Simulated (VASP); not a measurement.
# LiP2 (P-3m1) in VASP: relaxation of cell and atoms with PBE+D3(BJ)

Aim: the relaxation of cell and atoms of LiP2 with PBE+D3(BJ).

Program: VASP 6.6.1. These are calculated values, not measurements. Logs are shortened: lines on timing, memory, paths and dates and some standing lists are left out, and cuts for length are marked.

## (1) The cell of the first run

Symmetry: P-3m1, No. 164, trigonal system. Conventional cell: a = 3.863 Å, b = 3.863 Å, c = 12.826 Å, α = 90.00°, β = 90.00°, γ = 120.00°. Within 3.0 Å of Li (site symmetry 3m) lie 4 P at 2.26 to 2.45 Å. P (site symmetry 3m) has 3 Li at 2.45 Å within 3.2 Å. Within 3.0 Å of P (site symmetry 3m) lie 1 Li at 2.26 Å.

## (2) Relaxation of cell and atoms, PBE+D3(BJ)

Input file INCAR:

```
ALGO     = Normal         # electronic algorithm
EDIFF    = 1E-6           # SCF threshold, eV
EDIFFG   = -0.04          # ionic threshold
ENCUT    = 600            # plane-wave cutoff, eV
GGA      = PE             # functional
IBRION   = 2              # ionic algorithm
ISIF     = 3              # what is computed and relaxed
ISMEAR   = 0              # smearing method
IVDW     = 12             # dispersion correction
LASPH    = T              # aspherical terms in the spheres
LCHARG   = F              # write CHGCAR
LREAL    = F              # projectors in reciprocal space
LWAVE    = F              # write WAVECAR
NELM     = 100            # most SCF steps
NSW      = 90             # ionic steps
PREC     = Accurate       # precision mode
SIGMA    = 0.1            # smearing width, eV
```

Input file KPOINTS:

```
k-points
0
Gamma
  6 6 2
```

Input file POSCAR:

```
LiP2
1.0
    3.8631835800      0.0000000000      0.0000000000
   -1.9315917900      3.3456151200      0.0000000000
    0.0000000000      0.0000000000     12.8259995800
Li P
2 4
Direct
    0.0000000000      0.0000000000      0.7012485900
    0.0000000000      0.0000000000      0.2987514100
    0.6666666700      0.3333333300      0.6227974500
    0.0000000000      0.0000000000      0.8772025500
    0.3333333300      0.6666666700      0.3772025500
    0.0000000000      0.0000000000      0.1227974500
```

Potentials or basis: VASP PAW PBE potentials, release 64 (Li_sv, P).

Launch:

```bash
> cat potpaw_PBE.64/Li_sv/POTCAR potpaw_PBE.64/P/POTCAR > POTCAR
> mpirun -np 1 vasp_std > vasp.out
```

OUTCAR:

```text
EDIFF = 1E-6
   EDIFFG = -0.04
   ENCUT = 600
   GGA = PE
   IBRION = 2
   ISIF = 3
   ISMEAR = 0
   IVDW = 12
   LASPH = T
   LREAL = F
   NELM = 100
   NSW = 90
   PREC = Accurate
 IVDW          = 12

 ion  position               nearest neighbor table
   1  0.000  0.000  0.701-   4 2.26   3 2.45   3 2.45   3 2.45
   2  0.000  0.000  0.299-   6 2.26   5 2.45   5 2.45   5 2.45
   3  0.667  0.333  0.623-   1 2.45   1 2.45   1 2.45
   4  0.000  0.000  0.877-   1 2.26
   5  0.333  0.667  0.377-   2 2.45   2 2.45   2 2.45
   6  0.000  0.000  0.123-   2 2.26

  LATTYP: Found a hexagonal cell.
 ALAT       =     3.8631835800
 C/A-ratio  =     3.3200595608

  Lattice vectors:

 A1 = (   3.8631835800,   0.0000000000,   0.0000000000)
 A2 = (  -1.9315917900,   3.3456151200,   0.0000000000)
 A3 = (   0.0000000000,   0.0000000000,  12.8259995800)

Analysis of symmetry for initial positions (statically):
=====================================================================
 Subroutine PRICEL returns:
 Original cell was already a primitive cell.

 Routine SETGRP: Setting up the symmetry group for a
 hexagonal supercell.

 Subroutine GETGRP returns: Found 12 space group operations
 (whereof 12 operations were pure point group operations)
 out of a pool of 24 trial point group operations.

The static configuration has the point symmetry D_3d.

Analysis of symmetry for dynamics (positions and initial velocities):
=====================================================================
 Subroutine PRICEL returns:
 Original cell was already a primitive cell.

 Routine SETGRP: Setting up the symmetry group for a
 hexagonal supercell.

 Subroutine GETGRP returns: Found 12 space group operations
 (whereof 12 operations were pure point group operations)
 out of a pool of 24 trial point group operations.

The dynamic configuration has the point symmetry D_3d.

 Subroutine INISYM returns: Found 12 space group operations
 (whereof 12 operations are pure point group operations),
 and found     1 'primitive' translations

----------------------------------------------------------------------------------------

                                     Primitive cell

  volume of cell :     165.7725

  direct lattice vectors                    reciprocal lattice vectors
     3.863183580  0.000000000  0.000000000     0.258853865  0.149449348  0.000000000
    -1.931591790  3.345615120  0.000000000     0.000000000  0.298898697  0.000000000
     0.000000000  0.000000000 12.825999580     0.000000000  0.000000000  0.077966633

  length of vectors
     3.863183580  3.863183580 12.825999580     0.298898697  0.298898697  0.077966633

  position of ions in fractional coordinates (direct lattice)
     0.000000000  0.000000000  0.701248590
     0.000000000  0.000000000  0.298751410
     0.666666670  0.333333330  0.622797450
     0.000000000  0.000000000  0.877202550
     0.333333330  0.666666670  0.377202550
     0.000000000  0.000000000  0.122797450

  ion indices of the primitive-cell ions
   primitive index   ion index
                 1           1
                 2           2
                 3           3
                 4           4
                 5           5
                 6           6

----------------------------------------------------------------------------------------

 KPOINTS: k-points

Automatic generation of k-mesh.
 Grid dimensions read from file:
 generate k-points for:    6    6    2

 Generating k-lattice:

  Cartesian coordinates                     Fractional coordinates (reciprocal lattice)
     0.043142311  0.024908225  0.000000000     0.166666667  0.000000000  0.000000000
     0.000000000  0.049816449  0.000000000     0.000000000  0.166666667  0.000000000
     0.000000000  0.000000000  0.038983316     0.000000000  0.000000000  0.500000000

  Length of vectors
     0.049816450  0.049816449  0.038983316

  Shift w.r.t. Gamma in fractional coordinates (k-lattice)
     0.000000000  0.000000000  0.000000000

 Subroutine IBZKPT returns following result:
 ===========================================

 Found     14 irreducible k-points:

 Following reciprocal coordinates:
            Coordinates               Weight
  0.000000  0.000000  0.000000      1.000000
  0.166667  0.000000  0.000000      6.000000
  0.333333  0.000000  0.000000      6.000000
  0.500000  0.000000  0.000000      3.000000
  0.166667  0.166667  0.000000      6.000000
  0.333333  0.166667  0.000000     12.000000
  0.333333  0.333333  0.000000      2.000000
  0.000000  0.000000  0.500000      1.000000
  0.166667  0.000000  0.500000      6.000000
  0.333333  0.000000  0.500000      6.000000
  0.500000  0.000000  0.500000      3.000000
  0.166667  0.166667  0.500000      6.000000
  0.333333  0.166667  0.500000     12.000000
  0.333333  0.333333  0.500000      2.000000
   k-points           NKPTS =     14   k-points in BZ     NKDIM =     14   number of bands    NBANDS=     17
   number of dos      NEDOS =    301   number of ions     NIONS =      6
   total plane-waves  NPLWV = 110592
   dimension x,y,z NGX =    32 NGY =   32 NGZ =  108
   dimension x,y,z NGXF=    64 NGYF=   64 NGZF=  216
   ions per type =               2   4
   NGX,Y,Z   is equivalent  to a cutoff of  13.77, 13.77, 14.00 a.u.
   NGXF,Y,Z  is equivalent  to a cutoff of  27.54, 27.54, 28.00 a.u.
 SYSTEM =  unknown system
   PREC   = accura    normal or accurate (medium, high low for compatibility)
   ISTART =      0    job   : 0-new  1-cont  2-samecut
   ICHARG =      2    charge: 1-file 2-atom 10-const
   ISPIN  =      1    spin polarized calculation?
   LNONCOLLINEAR =      F non collinear calculations
   LSORBIT =      F    spin-orbit coupling
   LASPH  =      T    aspherical Exc in radial PAW
   ENCUT  =  600.0 eV  44.10 Ry    6.64 a.u.   7.72  7.72 25.62*2*pi/ulx,y,z
   NELM   =    100;   NELMIN=  2; NELMDL= -5     # of ELM steps
   EDIFF  = 0.1E-05   stopping-criterion for ELM
   LREAL  =      F    real-space projection
   EDIFFG = -.4E-01   stopping-criterion for IOM
   NSW    =     90    number of steps for IOM
   IBRION =      2    ionic relax: 0-MD 1-quasi-New 2-CG
   NFREE  =      1    steps in history (QN), initial steepest desc. (CG)
   ISIF   =      3    stress and relaxation
   ISYM   =      2    0-nonsym 1-usesym 2-fastsym
   POTIM  = 0.5000    time-step for ionic-motion
   TEBEG  =    0.0;   TEEND  =   0.0 temperature during run
   PSTRESS=    0.0 pullay stress
   NELECT =      26.0000    total number of electrons
   NUPDOWN=      -1.0000    fix difference up-down
   EMIN   =  10.00;   EMAX   =-10.00  energy-range for DOS
   EFERMI =   0.00;   METHOD = LEGACY
   ISMEAR =     0;   SIGMA  =   0.10  broadening in eV -4-tet -1-fermi 0-gaus
   EFERMI_NEDOS =   21; number of points for ismear=-14 and -15
   IALGO  =     38    algorithm
   IMIX   =      4    mixing-type and parameters
     AMIX     =   0.40;   BMIX     =  1.00
     AMIX_MAG =   1.60;   BMIX_MAG =  1.00
  volume/ion in A,a.u.               =      27.63       186.45
  Fermi-wavevector in a.u.,A,eV,Ry     =   0.882867  1.668376 10.605108  0.779453
  Thomas-Fermi vector in A             =   2.003556
   LORBIT       =      0    0 simple, 1 ext, 2 COOP (PROOUT), +10 PAW based schemes
   GGA     = PE    functional components
   LHFCALC =     F    Hartree Fock is set to
   AEXX    =    0.0000 exact exchange contribution
   IVDW    =    12    specifies the selected vdW correction
   LEPSILON=     F    determine dielectric tensor
   LRPA    =     F    only Hartree local field effects (RPA)
 conjugate gradient relaxation of ions
 non-spin polarized calculation
 Gauss-broadening in eV      SIGMA  =   0.10
  energy-cutoff  :      600.00
  volume of cell :      165.77
 maximum number of plane-waves:      5596
 NGX is ok and might be reduce to    32
   NGX = 15   NGY = 15   NGZ = 51

--------------------------------------- Ionic step        1  -------------------------------------------

 number of electron      26.0000000 magnetization

 Free energy of the ion-electron system (eV)
  ---------------------------------------------------
  ext. energy  EPLUGINS =         0.00000000
  ---------------------------------------------------
  free energy    TOTEN  =       -16.70560794 eV

  energy without entropy =      -16.65705414  energy(sigma->0) =      -16.68133104

------------------------ aborting loop because EDIFF is reached ----------------------------------------

 Edisp (eV)   -1.25263

 E8    (eV) :    -0.4867
[... 35 lines left out ...]
--------------------------------------- Ionic step        2  -------------------------------------------

 number of electron      26.0000004 magnetization

 E-fermi :   1.7627     XC(G=0):  -8.3981

 val. band max:        1.7550037592   @ k =   0.5000   0.0000   0.5000
 cond. band min:       1.7684512425   @ k =   0.3333   0.0000   0.0000
 fundamental gap:      0.0134474833
 Fermi energy:         1.7626898913

 k-point     1 :       0.0000    0.0000    0.0000
  band No.  band energies     occupation
      1     -43.1022      2.00000
      2     -43.1022      2.00000
      3      -8.8186      2.00000
      4      -8.2099      2.00000
      5      -7.8539      2.00000
      6      -7.2575      2.00000
[... 350 lines left out ...]
  FREE ENERGIE OF THE ION-ELECTRON SYSTEM (eV)
  ---------------------------------------------------
  free  energy   TOTEN  =       -19.3939283247 eV

  energy  without entropy=      -19.3784541901  energy(sigma->0) =      -19.38619126

 E-fermi :   7.1490     XC(G=0): -10.0290

 val. band max:        7.1146779583   @ k =   0.1667   0.0000   0.0000
 cond. band min:       7.1911749371   @ k =   0.1667   0.1667   0.0000
 fundamental gap:      0.0764969787
 Fermi energy:         7.1489741231

 k-point     1 :       0.0000    0.0000    0.0000
  band No.  band energies     occupation
      1     -39.7903      2.00000
      2     -39.7903      2.00000
      3      -9.9047      2.00000
      4      -7.7180      2.00000
      5      -3.8449      2.00000
      6      -3.5853      2.00000
[... 257 lines left out ...]
      4      -4.1365      2.00000
      5      -4.1365      2.00000
      6      -0.5947      2.00000
[... 9 lines left out ...]
     16       7.6750      0.00000
     17       7.6750      0.00000

[... ionic steps 4 to 26 ...]

--------------------------------------- Ionic step       27  -------------------------------------------

 number of electron      25.9999994 magnetization

------------------------ aborting loop because EDIFF is reached ----------------------------------------
[... 83 lines left out ...]
--------------------------------------- Ionic step       29  -------------------------------------------

 number of electron      25.9999995 magnetization

 Free energy of the ion-electron system (eV)
  ---------------------------------------------------
  ext. energy  EPLUGINS =         0.00000000
  ---------------------------------------------------
  free energy    TOTEN  =       -24.97849777 eV

  energy without entropy =      -24.96975490  energy(sigma->0) =      -24.97412634

 E-fermi :   5.9154     XC(G=0):  -9.5808

 val. band max:        5.5894899931   @ k =   0.5000   0.0000   0.0000
 cond. band min:       5.9457509619   @ k =   0.3333   0.0000   0.5000
 fundamental gap:      0.3562609688
 Fermi energy:         5.9153800276

 k-point     1 :       0.0000    0.0000    0.0000
  band No.  band energies     occupation
      1     -40.8992      2.00000
      2     -40.8992      2.00000
      3     -10.3424      2.00000
      4      -8.1652      2.00000
      5      -4.1479      2.00000
      6      -3.7820      2.00000
[... 306 lines left out ...]
  FREE ENERGIE OF THE ION-ELECTRON SYSTEM (eV)
  ---------------------------------------------------
  free  energy   TOTEN  =       -27.0402789406 eV

  energy  without entropy=      -27.0315360713  energy(sigma->0) =      -27.03590751

 reached required accuracy - stopping structural energy minimisation
```

It took 14 min on 1 thread of Intel Xeon Platinum 8259CL at 2.50GHz (Skylake/Cascade Lake), shared host; peak memory 0.36 GiB.

What came out:

| Property | Result |
| --- | --- |
| Free energy | -27.0403 eV |
| Relaxed volume | 16.35 Å³/atom |
| Relaxed cell | a = 3.117 Å, b = 3.117 Å, c = 11.662 Å, α = 90.00°, β = 90.00°, γ = 120.00° |
| Space group after relaxing (to 0.1 Å) | P-3m1 (No. 164) |
| Energy gained by relaxing | 1513.7 meV/atom |
| Ionic steps | 29 |
| Pressure after relaxing | 0.0 GPa |
| Largest force after relaxing | 0.030 eV/Å |
| Band gap on the k mesh | zero (bands 13 and 14 overlap by 3.01 eV) |
| Dispersion energy per atom | -0.344 eV |

Forces on the atoms (eV/Å):
```
Li   0.000  0.000 -0.030
Li   0.000  0.000  0.030
P    0.000  0.000  0.020
P    0.000  0.000 -0.001
P    0.000  0.000 -0.020
P    0.000  0.000  0.001
```

Stress tensor (GPa, compression positive):
```
-0.02  0.00  0.00
 0.00 -0.02  0.00
 0.00  0.00  0.10
```

Step by step:
```
step  energy change (eV)  largest force (eV/Å)  pressure (GPa)  volume (Å³)
   1              0.0000                2.1093           -6.88       165.77
   2             -1.7726                2.9118           -6.84       138.89
   3             -1.4357                6.7830           35.80        75.89
   4             -2.7933                3.2958           -3.70       117.94
   5             -3.6055                4.3612            5.23        95.39
   6             -4.2564                4.8154           10.17        89.63
   7             -4.3385                5.3513           15.45        86.15
   8             -5.1016                5.2329           16.10        84.93
   9             -5.9678               13.9791           25.79        81.29
  10             -6.7048               12.4677           23.97        81.45
  11             -7.7893                7.6949           22.81        81.87
  12             -8.2287                5.1178           17.90        83.03
  13             -8.7372                1.1981            6.70        86.56
  14             -8.7413                1.4043            5.97        86.88
  15             -8.7787                1.2173            5.61        87.37
  16             -8.8717                0.8482            4.68        88.85
  17             -8.9834                0.4871            3.02        91.85
  18             -8.8485                2.3163            0.93        98.04
  19             -8.9974                0.6776            2.42        93.31
  20             -9.0343                0.4050            1.69        94.80
  21             -9.0665                0.2890            0.50        97.57
  22             -9.0670                0.3287            0.34        98.03
  23             -9.0735                0.0935           -0.21        98.41
  24             -9.0749                0.1060           -0.60        98.69
  25             -9.0798                0.0647           -0.37        98.54
  26             -9.0813                0.0740           -0.16        98.40
  27             -9.0819                0.0456           -0.08        98.25
  28             -9.0819                0.0451           -0.06        98.21
  29             -9.0820                0.0305            0.02        98.12
```

Final structure:
```
CELL_PARAMETERS angstrom
3.11681 0.00000 0.00000
-1.55840 2.69924 0.00000
0.00000 0.00000 11.66233
ATOMIC_POSITIONS crystal
Li 0.00000 0.00000 0.71425
Li 0.00000 0.00000 0.28575
P 0.66667 0.33333 0.55793
P 0.00000 0.00000 0.91414
P 0.33333 0.66667 0.44207
P 0.00000 0.00000 0.08586
```

Levels at points of the mesh, in eV from the Fermi level:
| k point | band 10 | band 11 | band 12 | band 13 | band 14 | band 15 | band 16 | band 17 |
| --- | --- | --- | --- | --- | --- | --- | --- | --- |
| (0.00, 0.00, 0.00) | -0.65 | 0.13 | 1.51 | 1.51 | 2.83 | 2.83 | 3.94 | 3.96 |
| (0.50, 0.00, 0.00) | -3.28 | -3.27 | -2.82 | -1.01 | -0.33 | 0.38 | 2.62 | 2.84 |
| (0.00, 0.00, 0.50) | -0.65 | 0.87 | 1.51 | 1.51 | 2.19 | 2.83 | 2.83 | 4.63 |
| (0.50, 0.00, 0.50) | -3.27 | -3.27 | -2.94 | -0.69 | -0.33 | 0.36 | 2.06 | 2.86 |

Caveat: the cutoff is under 1.25 times the usual one of these potentials, so pressure, stress and relaxed cells hold a basis-set (Pulay) error; the volume moved by over 15 % at a fixed basis, so the end points are rough.
